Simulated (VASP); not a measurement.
# Se (P6_3/mmc) in VASP: notebook

The runs below take Se through single point, with BLYP.

Everything below comes from runs of VASP 6.6.1. Logs are shortened: lines on timing, memory, paths and dates and some standing lists are left out, and cuts for length are marked.

### 1 The cell of the first run

The structure is hexagonal, space group P6_3/mmc (No. 194). The conventional cell has a = 3.780 Å, b = 3.780 Å, c = 3.842 Å, α = 90.00°, β = 90.00°, γ = 120.00°. Within 3.9 Å of Se (site symmetry -6m2) lie 14 Se at 2.91 to 3.84 Å.

This isn't the form of Se at room conditions, which is trigonal, of chains.

### 2 Single point, BLYP (23.76 Å³/atom)

File INCAR:

```
AGGAC = 1.0
AGGAX = 1.0
ALDAC = 0.0
ALDAX = 1.0
ALGO = Normal
EDIFF = 1E-6
ENCUT = 520
GGA = B5
ISIF = 2
ISMEAR = -1
LASPH = T
LCHARG = F
LREAL = F
LWAVE = F
NBANDS = 13
NELM = 100
PREC = Accurate
SIGMA = 0.1
```

File KPOINTS:

```
k-points
0
Gamma
  11 11 9
```

File POSCAR:

```
Se
1.0
    3.7796044413      0.0000000000      0.0000000000
   -1.8898022207      3.2732334624      0.0000000000
    0.0000000000      0.0000000000      3.8418705328
Se
2
Direct
    0.3333333333      0.6666666667      0.2500000000
    0.6666666667      0.3333333333      0.7500000000
```

Potentials or basis: VASP PAW PBE potentials, release 64 (Se).

On the command line:

```console
cat potpaw_PBE.64/Se/POTCAR > POTCAR
mpirun -np 1 vasp_std > vasp.out
```

OUTCAR:

```text
EDIFF = 1E-6
   ENCUT = 520
   GGA = B5
   ISIF = 2
   ISMEAR = -1
   LASPH = T
   LREAL = F
   NELM = 100
   PREC = Accurate

 ion  position               nearest neighbor table
   1  0.333  0.667  0.250-
   2  0.667  0.333  0.750-

  LATTYP: Found a hexagonal cell.
 ALAT       =     3.7796044413
 C/A-ratio  =     1.0164742349

  Lattice vectors:

 A1 = (   3.7796044413,   0.0000000000,   0.0000000000)
 A2 = (  -1.8898022207,   3.2732334624,   0.0000000000)
 A3 = (   0.0000000000,   0.0000000000,   3.8418705328)

Analysis of symmetry for initial positions (statically):
=====================================================================
 Subroutine PRICEL returns:
 Original cell was already a primitive cell.

 Routine SETGRP: Setting up the symmetry group for a
 hexagonal supercell.

 Subroutine GETGRP returns: Found 24 space group operations
 (whereof 12 operations were pure point group operations)
 out of a pool of 24 trial point group operations.

The static configuration has the point symmetry D_3d.
 The point group associated with its full space group is D_6h.

Analysis of symmetry for dynamics (positions and initial velocities):
=====================================================================
 Subroutine PRICEL returns:
 Original cell was already a primitive cell.

 Routine SETGRP: Setting up the symmetry group for a
 hexagonal supercell.

 Subroutine GETGRP returns: Found 24 space group operations
 (whereof 12 operations were pure point group operations)
 out of a pool of 24 trial point group operations.

The dynamic configuration has the point symmetry D_3d.
 The point group associated with its full space group is D_6h.

 Subroutine INISYM returns: Found 24 space group operations
 (whereof 12 operations are pure point group operations),
 and found     1 'primitive' translations

----------------------------------------------------------------------------------------

                                     Primitive cell

  volume of cell :      47.5298

  direct lattice vectors                    reciprocal lattice vectors
     3.779604441  0.000000000  0.000000000     0.264577951  0.152754151  0.000000000
    -1.889802221  3.273233462  0.000000000     0.000000000  0.305508303  0.000000000
     0.000000000  0.000000000  3.841870533     0.000000000  0.000000000  0.260289875

  length of vectors
     3.779604441  3.779604441  3.841870533     0.305508303  0.305508303  0.260289875

  position of ions in fractional coordinates (direct lattice)
     0.333333333  0.666666667  0.250000000
     0.666666667  0.333333333  0.750000000

  ion indices of the primitive-cell ions
   primitive index   ion index
                 1           1
                 2           2

----------------------------------------------------------------------------------------

 KPOINTS: k-points

Automatic generation of k-mesh.
 Grid dimensions read from file:
 generate k-points for:   11   11    9

 Generating k-lattice:

  Cartesian coordinates                     Fractional coordinates (reciprocal lattice)
     0.024052541  0.013886741  0.000000000     0.090909091  0.000000000  0.000000000
     0.000000000  0.027773482  0.000000000     0.000000000  0.090909091  0.000000000
     0.000000000  0.000000000  0.028921097     0.000000000  0.000000000  0.111111111

  Length of vectors
     0.027773482  0.027773482  0.028921097

  Shift w.r.t. Gamma in fractional coordinates (k-lattice)
     0.000000000  0.000000000  0.000000000

 Subroutine IBZKPT returns following result:
 ===========================================

 Found     80 irreducible k-points:

 Following reciprocal coordinates:
            Coordinates               Weight
  0.000000  0.000000  0.000000      1.000000
  0.090909  0.000000  0.000000      6.000000
  0.181818  0.000000  0.000000      6.000000
  0.272727  0.000000  0.000000      6.000000
  0.363636  0.000000  0.000000      6.000000
  0.454545  0.000000  0.000000      6.000000
[... 16 lines left out ...]
  0.090909  0.090909  0.111111     12.000000
  0.181818  0.090909  0.111111     24.000000
 [... further k-points ...]
   k-points           NKPTS =     80   k-points in BZ     NKDIM =     80   number of bands    NBANDS=     13
   number of dos      NEDOS =    301   number of ions     NIONS =      2
   total plane-waves  NPLWV =  23520
   dimension x,y,z NGX =    28 NGY =   28 NGZ =   30
   dimension x,y,z NGXF=    56 NGYF=   56 NGZF=   60
   ions per type =               2
   NGX,Y,Z   is equivalent  to a cutoff of  12.32, 12.32, 12.98 a.u.
   NGXF,Y,Z  is equivalent  to a cutoff of  24.63, 24.63, 25.96 a.u.
 SYSTEM =  unknown system
   PREC   = accura    normal or accurate (medium, high low for compatibility)
   ISTART =      0    job   : 0-new  1-cont  2-samecut
   ICHARG =      2    charge: 1-file 2-atom 10-const
   ISPIN  =      1    spin polarized calculation?
   LNONCOLLINEAR =      F non collinear calculations
   LSORBIT =      F    spin-orbit coupling
   LASPH  =      T    aspherical Exc in radial PAW
   ENCUT  =  520.0 eV  38.22 Ry    6.18 a.u.   7.03  7.03  7.14*2*pi/ulx,y,z
   NELM   =    100;   NELMIN=  2; NELMDL= -5     # of ELM steps
   EDIFF  = 0.1E-05   stopping-criterion for ELM
   LREAL  =      F    real-space projection
   EDIFFG = 0.1E-04   stopping-criterion for IOM
   NSW    =      0    number of steps for IOM
   IBRION =     -1    ionic relax: 0-MD 1-quasi-New 2-CG
   NFREE  =      0    steps in history (QN), initial steepest desc. (CG)
   ISIF   =      2    stress and relaxation
   ISYM   =      2    0-nonsym 1-usesym 2-fastsym
   POTIM  = 0.5000    time-step for ionic-motion
   TEBEG  =    0.0;   TEEND  =   0.0 temperature during run
   PSTRESS=    0.0 pullay stress
   NELECT =      12.0000    total number of electrons
   NUPDOWN=      -1.0000    fix difference up-down
   EMIN   =  10.00;   EMAX   =-10.00  energy-range for DOS
   EFERMI =   0.00;   METHOD = LEGACY
   ISMEAR =    -1;   SIGMA  =   0.10  broadening in eV -4-tet -1-fermi 0-gaus
   EFERMI_NEDOS =   21; number of points for ismear=-14 and -15
   IALGO  =     38    algorithm
   IMIX   =      4    mixing-type and parameters
     AMIX     =   0.40;   BMIX     =  1.00
     AMIX_MAG =   1.60;   BMIX_MAG =  1.00
  volume/ion in A,a.u.               =      23.76       160.37
  Fermi-wavevector in a.u.,A,eV,Ry     =   1.034697  1.955294 14.566371  1.070598
  Thomas-Fermi vector in A             =   2.169005
   LORBIT       =      0    0 simple, 1 ext, 2 COOP (PROOUT), +10 PAW based schemes
   GGA     = B5    functional components
   LHFCALC =     F    Hartree Fock is set to
   AEXX    =    0.0000 exact exchange contribution
   IVDW    =     0    specifies the selected vdW correction
   LEPSILON=     F    determine dielectric tensor
   LRPA    =     F    only Hartree local field effects (RPA)
 non-spin polarized calculation
  energy-cutoff  :      520.00
  volume of cell :       47.53
 maximum number of plane-waves:      1299
   NGX = 15   NGY = 15   NGZ = 15

 number of electron      12.0000001 magnetization

 Free energy of the ion-electron system (eV)
  ---------------------------------------------------
  ext. energy  EPLUGINS =         0.00000000
  ---------------------------------------------------
  free energy    TOTEN  =        -5.10922611 eV

  energy without entropy =       -5.06364312  energy(sigma->0) =       -5.08643461

 E-fermi :   4.3802     XC(G=0):  -9.0982

 val. band max:        4.3505427937   @ k =   0.3636   0.0000   0.3333
 cond. band min:       4.3944409803   @ k =   0.2727   0.2727   0.2222
 fundamental gap:      0.0438981866
 Fermi energy:         4.3802251098

 k-point     1 :       0.0000    0.0000    0.0000
  band No.  band energies     occupation
      1     -11.0556      2.00000
      2      -5.9620      2.00000
      3       0.2002      2.00000
      4       2.0792      2.00000
      5       2.0792      2.00000
      6       5.0712      0.00199
      7       5.0712      0.00199
      8       7.3234      0.00000
      9       9.1548      0.00000
     10      11.6415      0.00000
     11      14.4891      0.00000
     12      14.4891      0.00000
     13      16.1491      0.00000

 k-point     2 :       0.0909    0.0000    0.0000
  band No.  band energies     occupation
      1     -10.9763      2.00000
      2      -6.0573      2.00000
      3       0.2874      2.00000
      4       1.8966      2.00000
      5       1.9175      2.00000
      6       4.9019      0.01079
      7       5.2514      0.00033
      8       7.0830      0.00000
      9       9.4445      0.00000
     10      12.0078      0.00000
     11      14.0402      0.00000
     12      14.5309      0.00000
     13      15.9055      0.00000

 k-point     3 :       0.1818    0.0000    0.0000
  band No.  band energies     occupation
      1     -10.7434      2.00000
      2      -6.3417      2.00000
      3       0.5445      2.00000
      4       1.4788      2.00000
      5       1.5587      2.00000
      6       4.5378      0.34270
      7       5.6450      0.00001
      8       6.4507      0.00000
      9      10.1037      0.00000
     10      12.2044      0.00000
     11      14.2359      0.00000
     12      14.7651      0.00000
     13      15.4071      0.00000

 k-point     4 :       0.2727    0.0000    0.0000
  band No.  band energies     occupation
      1     -10.3745      2.00000
      2      -6.7960      2.00000
      3       0.9544      2.00000
      4       1.0481      2.00000
      5       1.1858      2.00000
      6       4.1967      1.72475
      7       5.6086      0.00001
      8       6.0296      0.00000
      9      10.1866      0.00000
     10      12.5810      0.00000
     11      14.9263      0.00000
     12      15.3511      0.00000
     13      15.3679      0.00000

 k-point     5 :       0.3636    0.0000    0.0000
  band No.  band energies     occupation
      1      -9.9142      2.00000
      2      -7.3512      2.00000
      3       0.7357      2.00000
      4       0.9006      2.00000
      5       1.4711      2.00000
      6       3.9773      1.96506
      7       4.7378      0.05447
      8       6.2919      0.00000
      9       9.6161      0.00000
     10      13.9818      0.00000
     11      14.5749      0.00000
     12      14.8376      0.00000
     13      15.7263      0.00000
[... 257 lines left out ...]
 k-point    22 :       0.4545    0.0000    0.1111
  band No.  band energies     occupation
      1      -9.4252      2.00000
      2      -7.8233      2.00000
      3       0.0169      2.00000
      4       0.8576      2.00000
      5       2.2890      2.00000
      6       2.7028      2.00000
      7       5.3806      0.00009
      8       6.0907      0.00000
      9       9.6006      0.00000
     10      13.5098      0.00000
     11      14.6926      0.00000
     12      15.8666      0.00000
     13      16.9219      0.00000

 k-point    23 :       0.0909    0.0909    0.1111
  band No.  band energies     occupation
      1     -10.7219      2.00000
      2      -6.4507      2.00000
      3       0.3002      2.00000
      4       1.6477      2.00000
      5       2.1276      2.00000
      6       4.4328      0.74311
      7       5.3666      0.00010
      8       6.5503      0.00000
      9      10.2763      0.00000
     10      12.0438      0.00000
     11      13.6845      0.00000
     12      14.2786      0.00000
     13      16.3552      0.00000

 k-point    24 :       0.1818    0.0909    0.1111
  band No.  band energies     occupation
      1     -10.4238      2.00000
      2      -6.7475      2.00000
      3       0.2144      2.00000
      4       1.1186      2.00000
      5       2.2340      2.00000
      6       3.9360      1.97672
      7       5.6061      0.00001
      8       6.1239      0.00000
      9      10.7805      0.00000
     10      11.9979      0.00000
     11      13.8302      0.00000
     12      15.1000      0.00000
     13      15.9604      0.00000

 [... further k-points ...]
[... 5 lines left out ...]
  --------------------------------------------------------------------------------------
  -------------------------------------------------------------------------------------
  Total        0.6883586      0.6883586      0.7717929     -0.0000000     -0.0000000      0.0000000
  in kB       23.2038093     23.2038093     26.0162876     -0.0000000     -0.0000000      0.0000000
  external PRESSURE =      24.1413020 kB  Pullay stress =       0.0000000 kB

 VOLUME and BASIS-vectors are now :
 -----------------------------------------------------------------------------
  energy-cutoff  :      520.00
  volume of cell :       47.53
      direct lattice vectors                 reciprocal lattice vectors
     3.779604441  0.000000000  0.000000000     0.264577951  0.152754151  0.000000000
    -1.889802221  3.273233462  0.000000000     0.000000000  0.305508303  0.000000000
     0.000000000  0.000000000  3.841870533     0.000000000  0.000000000  0.260289875

 POSITION                                       TOTAL-FORCE (eV/Angst)
 -----------------------------------------------------------------------------------
     -0.00000      2.18216      0.96047         0.000000     -0.000000      0.000000
      1.88980      1.09108      2.88140        -0.000000      0.000000      0.000000
 -----------------------------------------------------------------------------------
    total drift:                               -0.000000      0.000000      0.000000

  FREE ENERGIE OF THE ION-ELECTRON SYSTEM (eV)
  ---------------------------------------------------
  free  energy   TOTEN  =        -5.1092261142 eV

  energy  without entropy=       -5.0636431151  energy(sigma->0) =       -5.08643461
```

It took 23 s on 1 thread of AMD EPYC 9R45 (Zen 5), shared host; peak memory 0.15 GiB.

Results:

```yaml
Free_energy: -5.1092 eV
Pressure: 2.4 GPa
Band_gap_on_the_k_mesh: zero (bands 6 and 7 overlap by 1.77 eV)
```

Levels at points of the mesh, in eV from the Fermi level:
| k point | band 2 | band 3 | band 4 | band 5 | band 6 | band 7 | band 8 | band 9 | band 10 | band 11 |
| --- | --- | --- | --- | --- | --- | --- | --- | --- | --- | --- |
| (0.00, 0.00, 0.00) | -10.34 | -4.18 | -2.30 | -2.30 | 0.69 | 0.69 | 2.94 | 4.77 | 7.26 | 10.11 |

Caveat: the PAW data sets were made with another functional, which shifts forces and pressure a little.

[end of part 1 of 2]

The gap in the log of VASP goes by the Fermi energy; the results here count the filled bands.